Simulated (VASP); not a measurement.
## LiCo3Pt: relaxation of cell and atoms with PBE

The system is LiCo3Pt.

```xyz
5
Lattice="3.7897 0.0000 0.0000 0.0000 3.7897 0.0000 0.0000 0.0000 3.7897" Properties=species:S:1:pos:R:3 pbc="T T T"
Li    0.0000    0.0000    0.0000
Co    0.0000    1.8949    1.8949
Co    1.8949    0.0000    1.8949
Co    1.8949    1.8949    0.0000
Pt    1.8949    1.8949    1.8949
```

```
Program                : VASP 6.6.1
Task                   : relaxation of cell and atoms
Functional             : PBE
Potentials or basis    : VASP PAW PBE potentials, release 64 (Li_sv, Co, Pt)
Cutoff                 : 600 eV
k mesh                 : 4 × 4 × 4
Occupations            : gaussian, width 0.1 eV
Spin                   : no spin polarisation
Dipole correction      : no
Further INCAR settings : ALGO = Normal; EDIFF = 1e-07; IBRION = 2; EDIFFG = -0.04; NSW = 90; ISIF = 3
```

```yaml
Relaxed_volume: 18.80 Å³/atom
Relaxed_cell: a = 4.547 Å, b = 4.547 Å, c = 4.547 Å, α = 90.00°, β = 90.00°, γ = 90.00°
Space_group_after_relaxing_to_0.05_Å: Pm-3m (No. 221)
Energy_gained_by_relaxing: 2430.9 meV/atom
Ionic_steps: 5
Pressure_after_relaxing: 0.1 GPa
Band_gap_on_the_k_mesh: zero (band 20 reaches 4.74 eV, above the bottom of band 21 at 4.20 eV)
```

The path:
```tsv
step	energy change (eV)	largest force (eV/Å)	pressure (GPa)	volume (Å³)
1	0.0000	0.0000	157.11	54.43
2	-5.0861	0.0000	-12.63	189.25
3	-12.0606	0.0000	-4.81	100.08
4	-12.1286	0.0000	-2.65	97.17
5	-12.1545	0.0000	0.12	93.99
```

Final structure:
```yaml
crystal:
  lattice:
    - [4.54668, 0.00000, 0.00000]
    - [0.00000, 4.54668, 0.00000]
    - [0.00000, 0.00000, 4.54668]
  atoms:
    - { symbol: Li, position: [0.00000, 0.00000, 0.00000] }
    - { symbol: Co, position: [0.00000, 0.50000, 0.50000] }
    - { symbol: Co, position: [0.50000, 0.00000, 0.50000] }
    - { symbol: Co, position: [0.50000, 0.50000, 0.00000] }
    - { symbol: Pt, position: [0.50000, 0.50000, 0.50000] }
```

Levels at points of the mesh, in eV from the Fermi level:
```tsv
k point	band 16	band 17	band 18	band 19	band 20	band 21	band 22	band 23	band 24
(0.00, 0.00, 0.00)	-0.30	0.13	0.39	0.39	0.39	0.66	0.66	0.96	0.96
(0.50, 0.00, 0.00)	-0.40	-0.37	-0.29	-0.25	0.03	0.03	0.39	0.57	2.97
(0.50, 0.50, 0.00)	-0.81	-0.54	-0.27	-0.26	-0.10	0.03	0.03	0.19	0.19
(0.50, 0.50, 0.50)	-1.11	-1.11	-0.12	-0.12	-0.11	-0.11	-0.11	1.24	1.24
```

Wall time 2.2 min on 1 thread of Intel Xeon 6975P-C, with other jobs on the host, peak memory 0.18 GiB.

Caveat: the k points lie up to 0.35 Å⁻¹ apart in the final cell; the cutoff is under 1.25 times the usual one of these potentials, so pressure, stress and relaxed cells hold a basis-set (Pulay) error; the volume moved by over 15 % at a fixed basis, so the end points are rough; spin-orbit coupling is left out, which moves the levels of the heavy elements. Spin polarisation is off, so any magnetic state and its effect on volume and gap are missing.
